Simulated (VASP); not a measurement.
# Cr (Fm-3m) in VASP: notebook

Runs on Cr. Level: LDA. Tasks: single point.

Program: VASP 6.6.1. These are calculated values, not measurements. Logs are shortened: lines on timing, memory, paths and dates and some standing lists are left out, and cuts for length are marked.

**1. The cell of the first run**

Symmetry: Fm-3m, No. 225, cubic system. Conventional cell: a = 3.543 Å, b = 3.543 Å, c = 3.543 Å, α = 90.00°, β = 90.00°, γ = 90.00°. Cr (site symmetry m-3m) has 12 Cr at 2.51 Å within 3.3 Å.

This isn't the form of Cr at room conditions, which is bcc.

**2. Single point, LDA, collinear spin, ferromagnetic start**

File INCAR:

```
SYSTEM = Cr
PREC     = Accurate       ! precision mode
ENCUT    = 520            ! plane-wave cutoff, eV
EDIFF    = 1E-6           ! SCF threshold, eV
ISMEAR   = -1             ! smearing method
SIGMA    = 0.05           ! smearing width, eV
LREAL    = .FALSE.        ! projectors in reciprocal space
LASPH    = .TRUE.         ! aspherical terms in the spheres
NELM     = 150            ! most SCF steps
ALGO     = Normal         ! electronic algorithm
ISIF     = 2              ! what is computed and relaxed
LWAVE    = .FALSE.        ! write WAVECAR
LCHARG   = .FALSE.        ! write CHGCAR
ISPIN    = 2              ! spin polarisation
MAGMOM   = 1.5            ! initial moments
LORBIT   = 11             ! projections on sites
LMAXMIX  = 4              ! l up to which the mixer works
NBANDS   = 16             ! bands
```

File KPOINTS:

```
Automatic mesh
0
G
  15 15 15
  0 0 0
```

File POSCAR:

```
Cr
1.0
    0.0000000000      1.7715319892      1.7715319892
    1.7715319892      0.0000000000      1.7715319892
    1.7715319892      1.7715319892      0.0000000000
Cr
1
Direct
    0.0000000000      0.0000000000      0.0000000000
```

Potentials or basis: VASP PAW LDA potentials, release 64 (Cr_pv).

Run with:

```
$ cat potpaw_LDA.64/Cr_pv/POTCAR > POTCAR
$ mpirun -np 1 vasp_std > vasp.out
```

OUTCAR:

```text
SYSTEM = Cr
   PREC = Accurate
   ENCUT = 520
   EDIFF = 1E-6
   ISMEAR = -1
   LREAL = .FALSE.
   LASPH = .TRUE.
   NELM = 150
   ISIF = 2
   ISPIN = 2
   LORBIT = 11

 ion  position               nearest neighbor table
   1  0.000  0.000  0.000-

  LATTYP: Found a face centered cubic cell.
 ALAT       =     3.5430639784

  Lattice vectors:

 A1 = (   0.0000000000,   1.7715319892,   1.7715319892)
 A2 = (   1.7715319892,   0.0000000000,   1.7715319892)
 A3 = (   1.7715319892,   1.7715319892,   0.0000000000)

Analysis of symmetry for initial positions (statically):
=====================================================================
 Subroutine PRICEL returns:
 Original cell was already a primitive cell.

 Routine SETGRP: Setting up the symmetry group for a
 face centered cubic supercell.

 Subroutine GETGRP returns: Found 48 space group operations
 (whereof 48 operations were pure point group operations)
 out of a pool of 48 trial point group operations.

The static configuration has the point symmetry O_h .

Analysis of symmetry for dynamics (positions and initial velocities):
=====================================================================
 Subroutine PRICEL returns:
 Original cell was already a primitive cell.

 Routine SETGRP: Setting up the symmetry group for a
 face centered cubic supercell.

 Subroutine GETGRP returns: Found 48 space group operations
 (whereof 48 operations were pure point group operations)
 out of a pool of 48 trial point group operations.

The dynamic configuration has the point symmetry O_h .

Analysis of structural, dynamic, and magnetic symmetry:
=====================================================================
 Subroutine PRICEL returns:
 Original cell was already a primitive cell.

 Routine SETGRP: Setting up the symmetry group for a
 face centered cubic supercell.

 Subroutine GETGRP returns: Found 48 space group operations
 (whereof 48 operations were pure point group operations)
 out of a pool of 48 trial point group operations.

The overall configuration has the point symmetry O_h .

 Subroutine INISYM returns: Found 48 space group operations
 (whereof 48 operations are pure point group operations),
 and found     1 'primitive' translations

----------------------------------------------------------------------------------------

                                     Primitive cell

  volume of cell :      11.1193
[... 95 lines left out ...]
   POTIM  = 0.5000    time-step for ionic-motion
   TEBEG  =    0.0;   TEEND  =   0.0 temperature during run
   PSTRESS=    0.0 pullay stress
   NELECT =      12.0000    total number of electrons
   NUPDOWN=      -1.0000    fix difference up-down
   EMIN   =  10.00;   EMAX   =-10.00  energy-range for DOS
   EFERMI =   0.00;   METHOD = LEGACY
   ISMEAR =    -1;   SIGMA  =   0.05  broadening in eV -4-tet -1-fermi 0-gaus
   EFERMI_NEDOS =   21; number of points for ismear=-14 and -15
   IALGO  =     38    algorithm
   IMIX   =      4    mixing-type and parameters
     AMIX     =   0.40;   BMIX     =  1.00
     AMIX_MAG =   1.60;   BMIX_MAG =  1.00
  volume/ion in A,a.u.               =      11.12        75.04
  Fermi-wavevector in a.u.,A,eV,Ry     =   1.679228  3.173280 38.365784  2.819806
  Thomas-Fermi vector in A             =   2.763177
   LORBIT       =     11    0 simple, 1 ext, 2 COOP (PROOUT), +10 PAW based schemes
   GGA     = CA    functional components
   LHFCALC =     F    Hartree Fock is set to
   AEXX    =    0.0000 exact exchange contribution
   IVDW    =     0    specifies the selected vdW correction
   LEPSILON=     F    determine dielectric tensor
   LRPA    =     F    only Hartree local field effects (RPA)
 spin polarized calculation
  energy-cutoff  :      520.00
  volume of cell :       11.12
 maximum number of plane-waves:       310
   NGX =  9   NGY =  9   NGZ =  9

 number of electron      11.9999995 magnetization      -0.0005530

 number of electron      11.9999995 magnetization       0.0000517

 Free energy of the ion-electron system (eV)
  ---------------------------------------------------
  ext. energy  EPLUGINS =         0.00000000
  ---------------------------------------------------
  free energy    TOTEN  =       -10.22227685 eV

  energy without entropy =      -10.20926553  energy(sigma->0) =      -10.21577119

 E-fermi :  11.0796     XC(G=0): -14.2105

 val. band max:       11.0514201053   @ k =   0.2000   0.1333   0.0667
 cond. band min:      11.1131806181   @ k =   0.4000   0.1333   0.0000
 fundamental gap:      0.0617605128
 Fermi energy:        11.0795983016

 spin component 1

 k-point     1 :       0.0000    0.0000    0.0000
  band No.  band energies     occupation
      1     -30.7619      1.00000
      2     -30.7619      1.00000
      3     -30.7619      1.00000
      4       3.4358      1.00000
      5      10.5964      0.99994
      6      10.5964      0.99994
[... 435 lines left out ...]
      5       9.6916      1.00000
      6      11.1563      0.17734
[... 8 lines left out ...]
     15      43.5954      0.00000
     16      44.3129      0.00000

 [... further k-points ...]

 spin component 2

 k-point     1 :       0.0000    0.0000    0.0000
  band No.  band energies     occupation
      1     -30.7619      1.00000
      2     -30.7619      1.00000
      3     -30.7619      1.00000
      4       3.4358      1.00000
      5      10.5964      0.99994
      6      10.5964      0.99994
[... 435 lines left out ...]
      5       9.6917      1.00000
      6      11.1564      0.17719
[... 8 lines left out ...]
     15      43.5955      0.00000
     16      44.3129      0.00000

 [... further k-points ...]
[... 5 lines left out ...]
  --------------------------------------------------------------------------------------
  -------------------------------------------------------------------------------------
  Total       -0.0133316     -0.0133316     -0.0133316      0.0000000      0.0000000      0.0000000
  in kB       -1.9209503     -1.9209503     -1.9209503      0.0000000      0.0000000      0.0000000
  external PRESSURE =      -1.9209503 kB  Pullay stress =       0.0000000 kB

 VOLUME and BASIS-vectors are now :
 -----------------------------------------------------------------------------
  energy-cutoff  :      520.00
  volume of cell :       11.12
      direct lattice vectors                 reciprocal lattice vectors
     0.000000000  1.771531989  1.771531989    -0.282241587  0.282241587  0.282241587
     1.771531989  0.000000000  1.771531989     0.282241587 -0.282241587  0.282241587
     1.771531989  1.771531989  0.000000000     0.282241587  0.282241587 -0.282241587

 POSITION                                       TOTAL-FORCE (eV/Angst)
 -----------------------------------------------------------------------------------
      0.00000      0.00000      0.00000        -0.000000      0.000000      0.000000
 -----------------------------------------------------------------------------------
    total drift:                                0.000000      0.000000      0.000000

  FREE ENERGIE OF THE ION-ELECTRON SYSTEM (eV)
  ---------------------------------------------------
  free  energy   TOTEN  =       -10.2222768503 eV

  energy  without entropy=      -10.2092655346  energy(sigma->0) =      -10.21577119

 total charge

# of ion       s       p       d       tot
------------------------------------------
    1        0.450   6.403   4.308  11.161

 magnetization (x)

# of ion       s       p       d       tot
------------------------------------------
    1       -0.000   0.000   0.000   0.000
```

It took 16 s on 1 thread of Intel Xeon 6975P-C (Granite Rapids), shared host; peak memory 0.14 GiB.

What came out:

```
Free energy                                           : -10.2223 eV
Pressure                                              : -0.2 GPa
Band gap on the k mesh                                : zero (filled and empty bands overlap)
Net moment                                            : 0.00 μB per cell
Valence electrons inside the program's atomic spheres : Cr 11.16
```

Levels at points of the mesh, in eV from the Fermi level:
Spin up:
| k point | band 3 | band 4 | band 5 | band 6 | band 7 | band 8 | band 9 | band 10 |
| --- | --- | --- | --- | --- | --- | --- | --- | --- |
| (0.00, 0.00, 0.00) | -41.84 | -7.64 | -0.48 | -0.48 | -0.48 | 1.41 | 1.41 | 5.85 |
Spin down:
```tsv
k point	band 2	band 3	band 4	band 5	band 6	band 7	band 8	band 9	band 10	band 11
(0.00, 0.00, 0.00)	-41.84	-41.84	-7.64	-0.48	-0.48	-0.48	1.41	1.41	5.85	20.28
```

Caveat: an empty level that is flat over the whole mesh can mark a ghost state of the potentials, or a narrow d or f band.

(Continued in part 2 of 2.)
